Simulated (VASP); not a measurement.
Ir:

```
Ir
1.0
     2.71486    0.00000    0.00000
    -1.35743    2.35114    0.00000
     0.00000    0.00000    4.43337
Ir
2
Direct
  0.33333 0.66667 0.25000
  0.66667 0.33333 0.75000
```

- Program: VASP 6.6.1
- Task: relaxation of cell and atoms
- Functional: revPBE
- Potentials or basis: VASP PAW PBE potentials, release 64 (Ir)
- Cutoff: 600 eV
- k mesh: 13 × 13 × 7
- Occupations: fermi-dirac, width 0.1 eV
- Spin: no spin polarisation

At the start: pressure 14.8 GPa; volume 14.15 Å³/atom.

How do energy, volume and symmetry change on relaxing?

Over 9 steps the energy falls by 26.0 meV/atom and the volume is 14.73 Å³/atom (+4.1 %); space group P6_3/mmc (No. 194, to 0.05 Å).

The path:
| step | energy change (eV) | largest force (eV/Å) | pressure (GPa) | volume (Å³) |
| --- | --- | --- | --- | --- |
| 1 | 0.0000 | 0.0000 | 14.78 | 28.30 |
| 2 | 0.4823 | 0.0000 | -32.46 | 33.99 |
| 3 | -0.0514 | 0.0000 | -0.91 | 29.54 |
| 4 | -0.0516 | 0.0000 | -0.11 | 29.47 |
| 5 | -0.0516 | 0.0000 | 0.16 | 29.44 |
| 6 | -0.0520 | 0.0000 | 0.22 | 29.44 |
| 7 | -0.0520 | 0.0000 | 0.21 | 29.44 |
| 8 | -0.0520 | 0.0000 | -0.56 | 29.51 |
| 9 | -0.0521 | 0.0000 | 0.02 | 29.46 |

Final structure:
```
CELL_PARAMETERS angstrom
2.75775 0.00000 0.00000
-1.37888 2.38828 0.00000
0.00000 0.00000 4.47260
ATOMIC_POSITIONS crystal
Ir 0.33333 0.66667 0.25000
Ir 0.66667 0.33333 0.75000
```

Caveat: the PAW data sets were made with another functional, which shifts forces and pressure a little.
